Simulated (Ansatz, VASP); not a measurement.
TaC: VASP beside Ansatz

```xyz
2
Lattice="0.0000 2.2379 2.2379 2.2379 0.0000 2.2379 2.2379 2.2379 0.0000" Properties=species:S:1:pos:R:3 pbc="T T T"
Ta    0.0000    0.0000    0.0000
C     2.2379    2.2379    2.2379
```

Alike in both runs: task single point; functional PBE; k mesh 16 × 16 × 16; occupations gaussian, width 0.1 eV; no spin polarisation.

```csv
,VASP,Ansatz
version,VASP 6.6.1,Ansatz 0.2.0
potentials or method,"VASP PAW PBE potentials, release 64 (Ta_pv, C)","scalar-relativistic, plane waves, norm-conserving pseudopotentials"
plane-wave cutoff (eV),600,1116
valence electrons in the cell,15,31
```

```csv
,VASP,Ansatz,Ansatz less VASP
gap on the k mesh at the Fermi level (eV),none,none,-
pressure (GPa),0.5,0.0,-0.48
```

A gap of «none» marks a metal or a gap that the smearing closes. The functional is the same, so the differences come from potentials, cutoffs and numerics. VASP's potentials hold 15 valence electrons a cell and Ansatz's 31, so a difference there can come from the potentials and not from the codes.

Spin-orbit coupling is off throughout.
